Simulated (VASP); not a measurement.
Write the native input for VASP 6.6.1 that does the following.

* Task: single point
* Functional: PBE
* Potentials or basis: VASP PAW PBE potentials, release 64 (Li_sv, Ge_d, N)
* Cutoff: 520 eV
* k mesh: 10 × 10 × 10
* Occupations: gaussian, width 0.1 eV
* Spin: no spin polarisation
* Dipole correction: no
* Further INCAR settings: ALGO = Normal; EDIFF = 1e-06; NBANDS = 34

The structure of Li2Ge2N3 lies in POSCAR:

```
Li2Ge2N3
1.0
   -1.8640889142      4.3636986958      2.5609645526
    1.8640889142     -4.3636986958      2.5609645526
    1.8640889142      4.3636986958     -2.5609645526
Li Ge N
2 2 3
Direct
    0.5690196231      0.5690196231      0.0000000000
    0.9376259266      0.4376259266      0.5000000000
    0.6307905034      0.9258313472      0.7049591561
    0.2208721911      0.9258313472      0.2950408439
    0.2755616405      0.5506811630      0.7248804774
    0.8258006856      0.5506811630      0.2751195226
    0.5375328100      0.0375328100      0.5000000000
```

These files were run (other wordings do the same):

INCAR

```
SYSTEM = Li2Ge2N3
  PREC = Accurate
  ENCUT = 520
  EDIFF = 1E-6
  ISMEAR = 0
  SIGMA = 0.1
  LREAL = .FALSE.
  LASPH = .TRUE.
  NELM = 80
  ALGO = Normal
  ISIF = 2
  LWAVE = .FALSE.
  LCHARG = .TRUE.
  GGA = PE
  LELF = .TRUE.
  LVHAR = .TRUE.
  NBANDS = 34
```

KPOINTS

```
Automatic mesh
0
G
  10 10 10
  0 0 0
```

Potentials or basis: VASP PAW PBE potentials, release 64 (Li_sv, Ge_d, N).

Launch:

```bash
$ cat potpaw_PBE.64/Li_sv/POTCAR potpaw_PBE.64/Ge_d/POTCAR potpaw_PBE.64/N/POTCAR > POTCAR
$ mpirun -np 1 vasp_std > vasp.out
```

It gave:

* Largest force: 0.032 eV/Å

Wall time 7 min on 1 thread of Intel(R) Xeon(R) Platinum 8488C (Sapphire Rapids), with other jobs on the host, peak memory 0.52 GiB.
